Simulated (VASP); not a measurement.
# BN (P6_3/mmc) in VASP: a series of runs

Aim: see how the results for BN move with the level of theory and the settings. Levels: RPBE, revPBE, RPBE+D3(BJ). Tasks: single point, relaxation of cell and atoms.

Program: VASP 6.6.1. These are calculated values, not measurements. Logs are shortened: lines on timing, memory, paths and dates and some standing lists are left out, and cuts for length are marked.

## 1. The cell of the first run

Symmetry: P6_3/mmc, No. 194, hexagonal system. The conventional cell has a = 2.498 Å, b = 2.498 Å, c = 6.636 Å, α = 90.00°, β = 90.00°, γ = 120.00°. Within 1.9 Å of N (site symmetry -6m2) lie 3 B at 1.44 Å. B (site symmetry -6m2) has 3 N at 1.44 Å within 1.9 Å.

## 2. Single point, RPBE

Contents of INCAR:

```
SYSTEM = BN
PREC = Accurate ; ENCUT = 520
EDIFF = 1E-7 ; ISMEAR = -1
SIGMA = 0.05 ; LREAL = .FALSE.
LASPH = .TRUE. ; NELM = 100
ALGO = Normal ; ISIF = 2
LWAVE = .FALSE. ; LCHARG = .TRUE.
GGA = RP ; LELF = .TRUE.
LVHAR = .TRUE. ; NBANDS = 16
```

Contents of KPOINTS:

```
Automatic mesh
0
G
  12 12 4
  0 0 0
```

Contents of POSCAR:

```
BN
1.0
    2.4982400000      0.0000000000      0.0000000000
   -1.2491200000      2.1635393048      0.0000000000
    0.0000000000      0.0000000000      6.6357000000
N B
2 2
Direct
    0.6666666667      0.3333333333      0.2500000000
    0.3333333333      0.6666666667      0.7500000000
    0.6666666667      0.3333333333      0.7500000000
    0.3333333333      0.6666666667      0.2500000000
```

Potentials or basis: VASP PAW PBE potentials, release 64 (N, B).

Launch:

```
$ cat potpaw_PBE.64/N/POTCAR potpaw_PBE.64/B/POTCAR > POTCAR
$ mpirun -np 1 vasp_std > vasp.out
```

OUTCAR:

```text
SYSTEM = BN
   PREC = Accurate
   ENCUT = 520
   EDIFF = 1E-7
   ISMEAR = -1
   LREAL = .FALSE.
   LASPH = .TRUE.
   NELM = 100
   ISIF = 2
   GGA = RP

 ion  position               nearest neighbor table
   1  0.667  0.333  0.250-   4 1.44   4 1.44   4 1.44
   2  0.333  0.667  0.750-   3 1.44   3 1.44   3 1.44
   3  0.667  0.333  0.750-   2 1.44   2 1.44   2 1.44
   4  0.333  0.667  0.250-   1 1.44   1 1.44   1 1.44

  LATTYP: Found a hexagonal cell.
 ALAT       =     2.4982400000
 C/A-ratio  =     2.6561499296

  Lattice vectors:

 A1 = (   2.4982400000,   0.0000000000,   0.0000000000)
 A2 = (  -1.2491200000,   2.1635393048,   0.0000000000)
 A3 = (   0.0000000000,   0.0000000000,   6.6357000000)

Analysis of symmetry for initial positions (statically):
=====================================================================
 Subroutine PRICEL returns:
 Original cell was already a primitive cell.

 Routine SETGRP: Setting up the symmetry group for a
 hexagonal supercell.

 Subroutine GETGRP returns: Found 24 space group operations
 (whereof 12 operations were pure point group operations)
 out of a pool of 24 trial point group operations.

The static configuration has the point symmetry D_3d.
 The point group associated with its full space group is D_6h.

Analysis of symmetry for dynamics (positions and initial velocities):
=====================================================================
 Subroutine PRICEL returns:
 Original cell was already a primitive cell.

 Routine SETGRP: Setting up the symmetry group for a
 hexagonal supercell.

 Subroutine GETGRP returns: Found 24 space group operations
 (whereof 12 operations were pure point group operations)
 out of a pool of 24 trial point group operations.

The dynamic configuration has the point symmetry D_3d.
 The point group associated with its full space group is D_6h.

 Subroutine INISYM returns: Found 24 space group operations
 (whereof 12 operations are pure point group operations),
 and found     1 'primitive' translations

----------------------------------------------------------------------------------------

                                     Primitive cell

  volume of cell :      35.8662

  direct lattice vectors                    reciprocal lattice vectors
     2.498240000  0.000000000  0.000000000     0.400281798  0.231102804  0.000000000
    -1.249120000  2.163539305  0.000000000     0.000000000  0.462205608  0.000000000
     0.000000000  0.000000000  6.635700000     0.000000000  0.000000000  0.150700002

  length of vectors
     2.498240000  2.498240000  6.635700000     0.462205608  0.462205608  0.150700002

  position of ions in fractional coordinates (direct lattice)
     0.666666667  0.333333333  0.250000000
     0.333333333  0.666666667  0.750000000
     0.666666667  0.333333333  0.750000000
     0.333333333  0.666666667  0.250000000

  ion indices of the primitive-cell ions
   primitive index   ion index
                 1           1
                 2           2
                 3           3
                 4           4

----------------------------------------------------------------------------------------

 KPOINTS: Automatic mesh

Automatic generation of k-mesh.
 Grid dimensions read from file:
 generate k-points for:   12   12    4

 Generating k-lattice:

  Cartesian coordinates                     Fractional coordinates (reciprocal lattice)
     0.033356817  0.019258567  0.000000000     0.083333333 -0.000000000  0.000000000
     0.000000000  0.038517134  0.000000000     0.000000000  0.083333333  0.000000000
     0.000000000  0.000000000  0.037675000     0.000000000  0.000000000  0.250000000

  Length of vectors
     0.038517134  0.038517134  0.037675000

  Shift w.r.t. Gamma in fractional coordinates (k-lattice)
     0.000000000  0.000000000  0.000000000

 Subroutine IBZKPT returns following result:
 ===========================================

 Found     57 irreducible k-points:

 Following reciprocal coordinates:
            Coordinates               Weight
  0.000000  0.000000  0.000000      1.000000
  0.083333 -0.000000  0.000000      6.000000
  0.166667  0.000000  0.000000      6.000000
  0.250000  0.000000  0.000000      6.000000
  0.333333  0.000000  0.000000      6.000000
  0.416667  0.000000  0.000000      6.000000
[... 16 lines left out ...]
  0.250000  0.000000  0.250000     12.000000
  0.333333  0.000000  0.250000     12.000000
 [... further k-points ...]
   k-points           NKPTS =     57   k-points in BZ     NKDIM =     57   number of bands    NBANDS=     16
   number of dos      NEDOS =    301   number of ions     NIONS =      4
   total plane-waves  NPLWV =  20000
   dimension x,y,z NGX =    20 NGY =   20 NGZ =   50
   dimension x,y,z NGXF=    40 NGYF=   40 NGZF=  100
   ions per type =               2   2
   NGX,Y,Z   is equivalent  to a cutoff of  13.31, 13.31, 12.53 a.u.
   NGXF,Y,Z  is equivalent  to a cutoff of  26.62, 26.62, 25.05 a.u.
 SYSTEM =  BN
[... 65 lines left out ...]
  band No.  band energies     occupation
      1     -15.4730      2.00000
      2     -15.1876      2.00000
      3      -3.7519      2.00000
      4      -1.6872      2.00000
      5       1.1322      2.00000
      6       1.1322      2.00000
[... 8 lines left out ...]
     15      14.7823      0.00000
     16      15.6456      0.00000

 k-point     2 :       0.0833   -0.0000    0.0000
  band No.  band energies     occupation
      1     -15.3362      2.00000
      2     -15.0553      2.00000
      3      -3.5650      2.00000
      4      -1.5188      2.00000
      5       0.5675      2.00000
      6       0.6002      2.00000
[... 8 lines left out ...]
     15      15.1295      0.00000
     16      15.2695      0.00000

 k-point     3 :       0.1667    0.0000    0.0000
  band No.  band energies     occupation
      1     -14.9332      2.00000
      2     -14.6658      2.00000
      3      -3.0112      2.00000
      4      -1.0238      2.00000
      5      -0.8638      2.00000
      6      -0.8241      2.00000
[... 8 lines left out ...]
     15      16.4170      0.00000
     16      16.4303      0.00000

 k-point     4 :       0.2500    0.0000    0.0000
  band No.  band energies     occupation
      1     -14.2909      2.00000
      2     -14.0474      2.00000
      3      -2.6795      2.00000
      4      -2.6193      2.00000
      5      -2.1162      2.00000
      6      -0.5090      2.00000
[... 8 lines left out ...]
     15      18.1079      0.00000
     16      18.6210      0.00000

 k-point     5 :       0.3333    0.0000    0.0000
  band No.  band energies     occupation
      1     -13.4764      2.00000
      2     -13.2716      2.00000
      3      -4.4854      2.00000
      4      -4.4058      2.00000
      5      -1.1428      2.00000
      6      -1.0824      2.00000
[... 8 lines left out ...]
     15      18.4037      0.00000
     16      21.1887      0.00000

 k-point     6 :       0.4167    0.0000    0.0000
  band No.  band energies     occupation
      1     -12.6625      2.00000
      2     -12.5226      2.00000
      3      -5.9215      2.00000
      4      -5.8417      2.00000
      5      -1.5581      2.00000
      6      -1.4952      2.00000
[... 8 lines left out ...]
     15      18.0374      0.00000
     16      21.7342      0.00000
[... 267 lines left out ...]
 k-point    21 :       0.0833   -0.0000    0.2500
  band No.  band energies     occupation
      1     -15.2972      2.00000
      2     -15.0986      2.00000
      3      -3.3141      2.00000
      4      -1.8864      2.00000
      5       0.5737      2.00000
      6       0.5981      2.00000
[... 8 lines left out ...]
     15      15.1588      0.00000
     16      15.2662      0.00000

 k-point    22 :       0.1667    0.0000    0.2500
  band No.  band energies     occupation
      1     -14.8960      2.00000
      2     -14.7070      2.00000
      3      -2.7692      2.00000
      4      -1.3961      2.00000
      5      -0.8521      2.00000
      6      -0.8085      2.00000
[... 8 lines left out ...]
     15      16.3341      0.00000
     16      16.4132      0.00000

 k-point    23 :       0.2500    0.0000    0.2500
  band No.  band energies     occupation
      1     -14.2568      2.00000
      2     -14.0847      2.00000
      3      -2.6841      2.00000
      4      -2.6346      2.00000
      5      -1.8662      2.00000
      6      -0.5597      2.00000
[... 8 lines left out ...]
     15      18.6355      0.00000
     16      18.7140      0.00000

 k-point    24 :       0.3333    0.0000    0.2500
  band No.  band energies     occupation
      1     -13.4474      2.00000
      2     -13.3026      2.00000
      3      -4.4771      2.00000
      4      -4.4204      2.00000
      5      -1.1340      2.00000
      6      -1.0914      2.00000
[... 8 lines left out ...]
     15      19.5037      0.00000
     16      21.2039      0.00000

 [... further k-points ...]

------------------------ aborting loop because EDIFF is reached ----------------------------------------

  FORCE on cell =-STRESS in cart. coord.  units (eV):
  Direction    XX          YY          ZZ          XY          YZ          ZX
  --------------------------------------------------------------------------------------
  -------------------------------------------------------------------------------------
  Total        2.4907708      2.4907708      1.1072225      0.0000000      0.0000000      0.0000000
  in kB      111.2650213    111.2650213     49.4606468      0.0000000      0.0000000      0.0000000
  external PRESSURE =      90.6635632 kB  Pullay stress =       0.0000000 kB

 VOLUME and BASIS-vectors are now :
 -----------------------------------------------------------------------------
  energy-cutoff  :      520.00
  volume of cell :       35.87
      direct lattice vectors                 reciprocal lattice vectors
     2.498240000  0.000000000  0.000000000     0.400281798  0.231102804  0.000000000
    -1.249120000  2.163539305  0.000000000     0.000000000  0.462205608  0.000000000
     0.000000000  0.000000000  6.635700000     0.000000000  0.000000000  0.150700002

 POSITION                                       TOTAL-FORCE (eV/Angst)
 -----------------------------------------------------------------------------------
      1.24912      0.72118      1.65892         0.000000      0.000000      0.000000
     -0.00000      1.44236      4.97677         0.000000      0.000000      0.000000
      1.24912      0.72118      4.97677         0.000000      0.000000      0.000000
     -0.00000      1.44236      1.65892        -0.000000     -0.000000      0.000000
 -----------------------------------------------------------------------------------
    total drift:                                0.000000     -0.000000      0.000000

  FREE ENERGIE OF THE ION-ELECTRON SYSTEM (eV)
  ---------------------------------------------------
  free  energy   TOTEN  =       -33.6703062864 eV

  energy  without entropy=      -33.6703062863  energy(sigma->0) =      -33.67030629
```

It took 77 s on 1 thread of AMD EPYC 7R13, shared host; peak memory 0.13 GiB.

Results:

| Property | Result |
| --- | --- |
| Free energy | -33.6703 eV |
| Pressure | 9.1 GPa |
| Band gap on the k mesh | 4.40 eV, indirect (least direct gap 4.73 eV) |

Stress tensor (GPa, compression positive):
```
11.13  0.00  0.00
 0.00 11.13  0.00
 0.00  0.00  4.95
```

Caveat: the PAW data sets were made with another functional, which shifts forces and pressure a little; this functional lacks dispersion, which binds the layers, so the pressure and a relaxed spacing across them are unreliable. A k mesh can miss the band edges.

## 3. Single point, revPBE

Contents of INCAR:

```
ALGO = Normal ; EDIFF = 1E-6
ENCUT = 520 ; GGA = RE
ISIF = 2 ; ISMEAR = -1
LASPH = True ; LCHARG = True
LELF = True ; LREAL = False
LVHAR = True ; LWAVE = False
NBANDS = 16 ; NELM = 60
PREC = Accurate ; SIGMA = 0.05
```

Contents of KPOINTS:

```
k-points
0
Gamma
  12 12 4
```

POSCAR is that of step 2.

Potentials or basis: VASP PAW PBE potentials, release 64 (N, B).

Launch:

```
$ cat potpaw_PBE.64/N/POTCAR potpaw_PBE.64/B/POTCAR > POTCAR
$ mpirun -np 1 vasp_std > vasp.out
```

Run time: 67 s. Hardware: 1 thread of AMD EPYC 7R13, shared host; peak memory 0.13 GiB.

It converged, with:

* Free energy: -33.9151 eV
* Pressure: 8.2 GPa
* Band gap on the k mesh: 4.37 eV, indirect (least direct gap 4.72 eV)

Stress tensor (GPa, compression positive):
```
10.01  0.00  0.00
 0.00 10.01  0.00
 0.00  0.00  4.45
```

Levels at points of the mesh, in eV from the valence-band top:
| k point | band 5 | band 6 | band 7 | band 8 | band 9 | band 10 | band 11 | band 12 |
| --- | --- | --- | --- | --- | --- | --- | --- | --- |
| (0.00, 0.00, 0.00) | -1.31 | -1.31 | -1.27 | -1.27 | 5.47 | 10.52 | 11.64 | 11.64 |
| (0.50, 0.00, 0.00) | -4.14 | -4.08 | -1.43 | -0.44 | 4.37 | 5.71 | 9.64 | 10.04 |
| (0.00, 0.00, 0.50) | -1.29 | -1.29 | -1.29 | -1.29 | 7.82 | 7.82 | 11.70 | 11.70 |
| (0.50, 0.00, 0.50) | -4.11 | -4.11 | -0.92 | -0.92 | 4.83 | 4.83 | 10.00 | 10.00 |

Caveat: the PAW data sets were made with another functional, which shifts forces and pressure a little; this functional lacks dispersion, which binds the layers, so the pressure and a relaxed spacing across them are unreliable.

## 4. Single point, RPBE

This run uses another cell than the first one, of 13.30 Å³/atom, 1.483 times its volume.

Contents of INCAR:

```
PREC = Accurate ; ENCUT = 520
EDIFF = 1E-6 ; ISMEAR = -1
SIGMA = 0.05 ; LREAL = False
LASPH = True ; NELM = 100
ALGO = Normal ; ISIF = 2
LWAVE = False ; LCHARG = True
GGA = RP ; LELF = True
LVHAR = True ; NBANDS = 16
```

Contents of KPOINTS:

```
regular mesh
0
Gamma
  12 12 4
```

Contents of POSCAR:

```
BN
1.0
    2.5241433868      0.0000000000      0.0000000000
   -1.2620716934      2.1859722957      0.0000000000
    0.0000000000      0.0000000000      9.6418870031
N B
2 2
Direct
    0.6666666667      0.3333333333      0.2500000000
    0.3333333333      0.6666666667      0.7500000000
    0.6666666667      0.3333333333      0.7500000000
    0.3333333333      0.6666666667      0.2500000000
```

Launch:

```
$ cat potpaw_PBE.64/N/POTCAR potpaw_PBE.64/B/POTCAR > POTCAR
$ mpirun -np 1 vasp_std > vasp.out
```

Wall time 98 s (1 thread of AMD EPYC 7R13, shared host); peak memory 0.16 GiB.

Results (log left out):

| Item | Value |
| --- | --- |
| Free energy | -33.8396 eV |
| Pressure | 0.0 GPa |
| Band gap on the k mesh | 4.26 eV, indirect (least direct gap 4.68 eV) |

Stress tensor (GPa, compression positive):
```
 0.10  0.00  0.00
 0.00  0.10  0.00
 0.00  0.00 -0.09
```

Levels at points of the mesh, in eV from the valence-band top:
```tsv
k point	band 6	band 7	band 8	band 9	band 10	band 11
(0.00, 0.00, 0.00)	-1.35	-1.34	-1.34	4.26	6.64	8.47
(0.50, 0.00, 0.00)	-4.08	-0.91	-0.84	4.74	4.91	9.38
(0.00, 0.00, 0.50)	-1.35	-1.35	-1.35	5.11	5.11	10.31
(0.50, 0.00, 0.50)	-4.08	-0.88	-0.88	4.82	4.82	9.54
```

Caveat: the PAW data sets were made with another functional, which shifts forces and pressure a little; this functional lacks dispersion, which binds the layers, so the pressure and a relaxed spacing across them are unreliable. A k mesh can miss the band edges.

## 5. Relaxation of cell and atoms, RPBE+D3(BJ)

Contents of INCAR:

```
PREC = Accurate
ENCUT = 600
EDIFF = 1E-7
ISMEAR = -1
SIGMA = 0.05
LREAL = False
LASPH = True
NELM = 60
ALGO = Normal
ISIF = 3
LWAVE = False
LCHARG = False
GGA = RP
IVDW = 12
IBRION = 2
NSW = 60
EDIFFG = -0.01
```

KPOINTS is that of step 4.

Contents of POSCAR:

```
BN
1.0
    2.4982400000      0.0000000000      0.0000000000
   -1.2491200000      2.1635393048      0.0000000000
    0.0000000000      0.0000000000      6.6357000000
N B
2 2
Direct
    0.6666666667      0.3333333333      0.2500000000
    0.3333333333      0.6666666667      0.7500000000
    0.6666666667      0.3333333333      0.7500000000
    0.3333333333      0.6666666667      0.2500000000
```

Launch:

```
$ cat potpaw_PBE.64/N/POTCAR potpaw_PBE.64/B/POTCAR > POTCAR
$ mpirun -np 1 vasp_std > vasp.out
```

Run time: 6.7 min. Hardware: 1 thread of AMD EPYC 7R13, shared host; peak memory 0.15 GiB.

The run converged. Its results:

```
Free energy                            : -35.3995 eV
Relaxed volume                         : 8.25 Å³/atom
Relaxed cell                           : a = 2.502 Å, b = 2.502 Å, c = 6.082 Å, α = 90.00°, β = 90.00°, γ = 120.00°
Space group after relaxing (to 0.05 Å) : P6_3/mmc (No. 194)
Energy gained by relaxing              : 5.5 meV/atom
Ionic steps                            : 11
Pressure after relaxing                : 0.0 GPa
Band gap on the k mesh                 : 4.21 eV, indirect (least direct gap 4.51 eV)
Dispersion energy per atom             : -0.462 eV
```

The path:
```
step  energy change (eV)  largest force (eV/Å)  pressure (GPa)  volume (Å³)
   1              0.0000                0.0000            0.93        35.87
   2              0.0011                0.0000           -3.52        36.13
   3             -0.0018                0.0000           -1.06        35.98
   4             -0.0040                0.0000           -1.03        35.78
   5             -0.0102                0.0000           -0.94        35.17
   6             -0.0195                0.0000           -0.65        33.94
   7             -0.0126                0.0000            0.65        31.50
   8             -0.0220                0.0000           -0.38        33.23
   9             -0.0221                0.0000           -0.29        33.00
  10             -0.0196                0.0000            2.56        32.81
  11             -0.0222                0.0000            0.00        32.98
```

Final structure:
```
N B
1.0
     2.50228    0.00000    0.00000
    -1.25114    2.16703    0.00000
     0.00000    0.00000    6.08225
N B
2 2
Direct
  0.66667 0.33333 0.25000
  0.33333 0.66667 0.75000
  0.66667 0.33333 0.75000
  0.33333 0.66667 0.25000
```

Levels at points of the mesh, in eV from the valence-band top:
```tsv
k point	band 6	band 7	band 8	band 9	band 10	band 11
(0.00, 0.00, 0.00)	-1.40	-1.32	-1.32	6.05	11.47	11.47
(0.50, 0.00, 0.00)	-4.10	-1.84	-0.30	4.21	6.10	9.63
(0.00, 0.00, 0.50)	-1.36	-1.36	-1.36	8.84	8.84	11.58
(0.50, 0.00, 0.50)	-4.17	-1.00	-1.00	4.74	4.74	9.94
```

Caveat: the PAW data sets were made with another functional, which shifts forces and pressure a little. A k mesh can miss the band edges.

## 6. Overview

```csv
task,level,cell,cutoff (eV),gap on the mesh (eV),pressure (GPa)
single point,RPBE,"a = 2.498, b = 2.498, c = 6.636 Å, angles 90.0, 90.0, 120.0°, 4 atoms",520,4.40,9.1
single point,revPBE,"a = 2.498, b = 2.498, c = 6.636 Å, angles 90.0, 90.0, 120.0°, 4 atoms",520,4.37,8.2
single point,RPBE,"a = 2.524, b = 2.524, c = 9.642 Å, angles 90.0, 90.0, 120.0°, 4 atoms",520,4.26,0.0
relaxation of cell and atoms,RPBE+D3(BJ),"relaxed from a = 2.498, b = 2.498, c = 6.636 Å, angles 90.0, 90.0, 120.0°, 4 atoms",600,4.21,0.0
```

Alike in all rows: potentials or basis VASP PAW PBE potentials, release 64 (N, B); no spin polarisation; k mesh 12 × 12 × 4; smearing fermi-dirac 0.05 eV.

Caveats: the PAW data sets were made with another functional, which shifts forces and pressure a little; this functional lacks dispersion, which binds the layers, so the pressure and a relaxed spacing across them are unreliable (some runs).

Absolute energies hang on the potentials; compare differences alone.
